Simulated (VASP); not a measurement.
# Bi2Te3 (R3m) in VASP: notebook, part 2 of 2

VASP 6.6.1. The steps go on from the part before.

### 3 Electric field gradients, PBE

File INCAR:

```
SYSTEM = Bi2Te3
PREC = Accurate
ENCUT = 520
EDIFF = 1E-8
ISMEAR = -1
SIGMA = 0.08
LREAL = .FALSE.
LASPH = .TRUE.
NELM = 100
ALGO = Normal
ISIF = 2
LWAVE = .FALSE.
LCHARG = .FALSE.
GGA = PE
LEFG = .TRUE.
NBANDS = 32
```

File KPOINTS:

```
Automatic mesh
0
G
  8 8 8
  0 0 0
```

File POSCAR:

```
Bi2Te3
1.0
    2.2085012539      1.2750787934      9.9466700000
   -2.2085012539      1.2750787934      9.9466700000
    0.0000000000     -2.5501575869      9.9466700000
Bi Te
2 3
Direct
    0.8120000000      0.8120000000      0.8120000000
    0.4020000000      0.4020000000      0.4020000000
    0.6110000000      0.6110000000      0.6110000000
    0.2000000000      0.2000000000      0.2000000000
    0.0000000000      0.0000000000      0.0000000000
```

Potentials or basis: VASP PAW PBE potentials, release 64 (Bi_d, Te).

Run with:

```
$ cat potpaw_PBE.64/Bi_d/POTCAR potpaw_PBE.64/Te/POTCAR > POTCAR
$ mpirun -np 1 vasp_std > vasp.out
```

OUTCAR:

```text
SYSTEM = Bi2Te3
   PREC = Accurate
   ENCUT = 520
   EDIFF = 1E-8
   ISMEAR = -1
   LREAL = .FALSE.
   LASPH = .TRUE.
   NELM = 100
   ISIF = 2
   GGA = PE

 ion  position               nearest neighbor table
   1  0.812  0.812  0.812-   4 3.03   4 3.03   4 3.03   2 3.43   2 3.43   2 3.43
   2  0.402  0.402  0.402-   5 3.27   5 3.27   5 3.27   1 3.43   1 3.43   1 3.43
   3  0.611  0.611  0.611-   5 3.04   5 3.04   5 3.04   4 3.45   4 3.45   4 3.45
   4  0.200  0.200  0.200-   1 3.03   1 3.03   1 3.03   3 3.45   3 3.45   3 3.45
   5  0.000  0.000  0.000-   3 3.04   3 3.04   3 3.04   2 3.27   2 3.27   2 3.27

  LATTYP: Found a trigonal (rhomboedric) cell.
 ALAT       =    10.2683761037
 COS(alpha) =     0.9074829532

  Lattice vectors:

 A1 = (   2.2085012539,   1.2750787934,   9.9466700000)
 A2 = (  -2.2085012539,   1.2750787934,   9.9466700000)
 A3 = (   0.0000000000,  -2.5501575869,   9.9466700000)

Analysis of symmetry for initial positions (statically):
=====================================================================
 Subroutine PRICEL returns:
 Original cell was already a primitive cell.

 Routine SETGRP: Setting up the symmetry group for a
 trigonal (rhombohedral) supercell.

 Subroutine GETGRP returns: Found  6 space group operations
 (whereof  6 operations were pure point group operations)
 out of a pool of 12 trial point group operations.

The static configuration has the point symmetry C_3v.

Analysis of symmetry for dynamics (positions and initial velocities):
=====================================================================
 Subroutine PRICEL returns:
 Original cell was already a primitive cell.

 Routine SETGRP: Setting up the symmetry group for a
 trigonal (rhombohedral) supercell.

 Subroutine GETGRP returns: Found  6 space group operations
 (whereof  6 operations were pure point group operations)
 out of a pool of 12 trial point group operations.

The dynamic configuration has the point symmetry C_3v.

 Subroutine INISYM returns: Found  6 space group operations
 (whereof  6 operations are pure point group operations),
 and found     1 'primitive' translations

----------------------------------------------------------------------------------------

                                     Primitive cell

  volume of cell :     168.0597

  direct lattice vectors                    reciprocal lattice vectors
     2.208501254  1.275078793  9.946670000     0.226397879  0.130710876  0.033512053
    -2.208501254  1.275078793  9.946670000    -0.226397879  0.130710876  0.033512053
     0.000000000 -2.550157587  9.946670000     0.000000000 -0.261421753  0.033512053

  length of vectors
    10.268376104 10.268376104 10.268376104     0.263560981  0.263560981  0.263560981

  position of ions in fractional coordinates (direct lattice)
     0.812000000  0.812000000  0.812000000
     0.402000000  0.402000000  0.402000000
     0.611000000  0.611000000  0.611000000
     0.200000000  0.200000000  0.200000000
     0.000000000  0.000000000  0.000000000

  ion indices of the primitive-cell ions
   primitive index   ion index
[... 91 lines left out ...]
   EFERMI =   0.00;   METHOD = LEGACY
   ISMEAR =    -1;   SIGMA  =   0.08  broadening in eV -4-tet -1-fermi 0-gaus
   EFERMI_NEDOS =   21; number of points for ismear=-14 and -15
   IALGO  =     38    algorithm
   IMIX   =      4    mixing-type and parameters
     AMIX     =   0.40;   BMIX     =  1.00
     AMIX_MAG =   1.60;   BMIX_MAG =  1.00
  volume/ion in A,a.u.               =      33.61       226.82
  Fermi-wavevector in a.u.,A,eV,Ry     =   1.078121  2.037353 15.814652  1.162344
  Thomas-Fermi vector in A             =   2.214051
   LORBIT       =      0    0 simple, 1 ext, 2 COOP (PROOUT), +10 PAW based schemes
   GGA     = PE    functional components
   LHFCALC =     F    Hartree Fock is set to
   AEXX    =    0.0000 exact exchange contribution
   IVDW    =     0    specifies the selected vdW correction
   LEPSILON=     F    determine dielectric tensor
   LRPA    =     F    only Hartree local field effects (RPA)
 non-spin polarized calculation
  energy-cutoff  :      520.00
  volume of cell :      168.06
 maximum number of plane-waves:      4552
 NGX is ok and might be reduce to    80
   NGX = 39   NGY = 39   NGZ = 39

 number of electron      48.0000001 magnetization

 Free energy of the ion-electron system (eV)
  ---------------------------------------------------
  ext. energy  EPLUGINS =         0.00000000
  ---------------------------------------------------
  free energy    TOTEN  =       -16.91979289 eV

  energy without entropy =      -16.88565229  energy(sigma->0) =      -16.90272259

 E-fermi :   6.4655     XC(G=0):  -9.4030

 val. band max:        6.4302461055   @ k =   0.5000   0.5000   0.3750
 cond. band min:       6.4776293923   @ k =   0.1250   0.1250   0.1250
 fundamental gap:      0.0473832868
 Fermi energy:         6.4654508782

 k-point     1 :       0.0000    0.0000    0.0000
  band No.  band energies     occupation
      1     -16.6925      2.00000
      2     -16.6925      2.00000
      3     -16.6652      2.00000
      4     -16.6652      2.00000
      5     -16.6599      2.00000
      6     -16.1001      2.00000
[... 829 lines left out ...]
     31      10.2028      0.00000
     32      11.4817      0.00000

 [... further k-points ...]
[... 5 lines left out ...]
  --------------------------------------------------------------------------------------
  -------------------------------------------------------------------------------------
  Total        2.0399768      2.0399768      1.0814728      0.0000000     -0.0000000      0.0000000
  in kB       19.4478756     19.4478756     10.3100918      0.0000000     -0.0000000      0.0000000
  external PRESSURE =      16.4019477 kB  Pullay stress =       0.0000000 kB

 VOLUME and BASIS-vectors are now :
 -----------------------------------------------------------------------------
  energy-cutoff  :      520.00
  volume of cell :      168.06
      direct lattice vectors                 reciprocal lattice vectors
     2.208501254  1.275078793  9.946670000     0.226397879  0.130710876  0.033512053
    -2.208501254  1.275078793  9.946670000    -0.226397879  0.130710876  0.033512053
     0.000000000 -2.550157587  9.946670000     0.000000000 -0.261421753  0.033512053

 POSITION                                       TOTAL-FORCE (eV/Angst)
 -----------------------------------------------------------------------------------
      0.00000     -0.00000     24.23009         0.000000      0.000000     -0.863903
      0.00000     -0.00000     11.99568         0.000000      0.000000     -0.431789
      0.00000     -0.00000     18.23225         0.000000      0.000000     -0.717781
      0.00000     -0.00000      5.96800         0.000000     -0.000000      0.805086
      0.00000      0.00000      0.00000         0.000000     -0.000000      1.208386
 -----------------------------------------------------------------------------------
    total drift:                               -0.000000     -0.000000      0.000391

  FREE ENERGIE OF THE ION-ELECTRON SYSTEM (eV)
  ---------------------------------------------------
  free  energy   TOTEN  =       -16.9197928888 eV

  energy  without entropy=      -16.8856522932  energy(sigma->0) =      -16.90272259

 Electric field gradients (V/A^2)
---------------------------------------------------------------------
 ion       V_xx      V_yy      V_zz      V_xy      V_xz      V_yz
---------------------------------------------------------------------
   1      26.074    26.074   -52.149     0.000    -0.000     0.000
   2       1.576     1.576    -3.152     0.000    -0.000     0.000
   3      -4.138    -4.138     8.276    -0.000    -0.000     0.000
   4      -7.234    -7.234    14.468    -0.000    -0.000     0.000
   5     -11.973   -11.973    23.946     0.000    -0.000     0.000
---------------------------------------------------------------------

 Electric field gradients after diagonalization (V/A^2)
 (convention: |V_zz| > |V_xx| > |V_yy|)
----------------------------------------------------------------------
 ion       V_xx      V_yy      V_zz     asymmetry (V_yy - V_xx)/ V_zz
----------------------------------------------------------------------
   1      26.074    26.074   -52.149       0.000
   2       1.576     1.576    -3.152       0.000
   3      -4.138    -4.138     8.276       0.000
   4      -7.234    -7.234    14.468       0.000
   5     -11.973   -11.973    23.946       0.000
----------------------------------------------------------------------

           NMR quadrupolar parameters

 Cq : quadrupolar parameter    Cq=e*Q*V_zz/h
 eta: asymmetry parameters     (V_yy - V_xx)/ V_zz
 Q  : nuclear electric quadrupole moment in mb (millibarn)
----------------------------------------------------------------------
 ion       Cq(MHz)       eta       Q (mb)
----------------------------------------------------------------------
   1      -0.126       0.000       1.000
   2      -0.008       0.000       1.000
   3       0.020       0.000       1.000
   4       0.035       0.000       1.000
   5       0.058       0.000       1.000
----------------------------------------------------------------------
```

OSZICAR:

```text
N       E                     dE             d eps       ncg     rms          rms(c)
DAV:   1     0.437142428413E+03    0.43714E+03   -0.21623E+04  4160   0.146E+03
DAV:   2     0.292828793325E+02   -0.40786E+03   -0.39237E+03  4296   0.384E+02
DAV:   3    -0.149491397715E+02   -0.44232E+02   -0.42184E+02  5296   0.137E+02
DAV:   4    -0.168723585930E+02   -0.19232E+01   -0.19111E+01  4664   0.307E+01
DAV:   5    -0.169611379300E+02   -0.88779E-01   -0.88762E-01  6136   0.653E+00    0.130E+01
DAV:   6    -0.169108182943E+02    0.50320E-01   -0.83033E-02  4944   0.560E+00    0.827E+00
DAV:   7    -0.169212447994E+02   -0.10427E-01   -0.86695E-02  4952   0.185E+00    0.667E-01
DAV:   8    -0.169198228970E+02    0.14219E-02   -0.69092E-03  4672   0.608E-01    0.496E-01
DAV:   9    -0.169198353398E+02   -0.12443E-04   -0.13587E-03  5168   0.331E-01    0.235E-01
DAV:  10    -0.169197977932E+02    0.37547E-04   -0.35521E-04  5192   0.137E-01    0.699E-02
DAV:  11    -0.169197922183E+02    0.55749E-05   -0.68226E-05  4696   0.460E-02    0.170E-02
DAV:  12    -0.169197923854E+02   -0.16719E-06   -0.11714E-05  5408   0.220E-02    0.975E-03
DAV:  13    -0.169197927762E+02   -0.39074E-06   -0.20804E-06  4776   0.943E-03    0.654E-03
DAV:  14    -0.169197928549E+02   -0.78670E-07   -0.30224E-07  4576   0.374E-03    0.251E-03
DAV:  15    -0.169197928816E+02   -0.26700E-07   -0.13479E-07  4016   0.185E-03    0.608E-04
DAV:  16    -0.169197928888E+02   -0.71977E-08   -0.10167E-08  3344   0.729E-04
   1 F= -.16919793E+02 E0= -.16902723E+02  d E =-.341406E-01
```

stdout:

```text
POSCAR found type information on POSCAR BiTe
 POSCAR found :  2 types and       5 ions
 scaLAPACK will be used
 LDA part: xc-table for (Slater+PW92), standard interpolation
 POSCAR, INCAR and KPOINTS ok, starting setup
 FFT: planning ... GRIDC
 FFT: planning ... GRID_SOFT
 FFT: planning ... GRID
 WAVECAR not read
 entering main loop
ion   1

ion   2

ion   3

ion   4

ion   5
```

It took 30 min on 1 thread of AMD EPYC 9R45 (Zen 5), shared host; peak memory 1.1 GiB.

What came out:

| Property | Result |
| --- | --- |
| Free energy | -16.9198 eV |
| Pressure | 1.6 GPa |
| Largest force | 1.208 eV/Å |
| Band gap on the k mesh | zero (bands 24 and 25 overlap by 0.17 eV) |
| Largest electric field gradient by atom | Bi -52.1, -3.2; Te +8.3, +14.5, +23.9 V/Å² |

Forces in eV/Å, atoms in the order of the input:
```
Bi   0.000  0.000 -0.864
Bi   0.000  0.000 -0.432
Te   0.000  0.000 -0.718
Te   0.000  0.000  0.805
Te   0.000  0.000  1.208
```

Levels at points of the mesh, in eV from the Fermi level:
```tsv
k point	band 22	band 23	band 24	band 25	band 26	band 27
(0.00, 0.00, 0.00)	-0.48	-0.47	-0.47	-0.09	0.28	0.28
(0.50, 0.00, 0.00)	-2.21	-0.32	-0.26	-0.14	0.44	2.50
(0.50, 0.50, 0.00)	-1.84	-1.09	-0.50	0.34	1.11	1.73
(0.50, 0.50, 0.50)	-0.89	-0.71	-0.71	0.41	0.85	0.85
```

Electric field gradients, principal values (V/Å²):
```tsv
atom	least	middle	greatest (by size)
1 Bi	26.074	26.074	-52.149
2 Bi	1.576	1.576	-3.152
3 Te	-4.138	-4.138	8.276
4 Te	-7.234	-7.234	14.468
5 Te	-11.973	-11.973	23.946
```

Caveat: without QUAD_EFG the Cq values of the log hold for a quadrupole moment of 1 mb, not for the nuclei; spin-orbit coupling is left out, which moves the levels of the heavy elements; forces of over 1 eV/Å act on the atoms, so gaps and moduli don't describe the material at rest.

The gap in the log of VASP goes by the Fermi energy; the results here count the filled bands.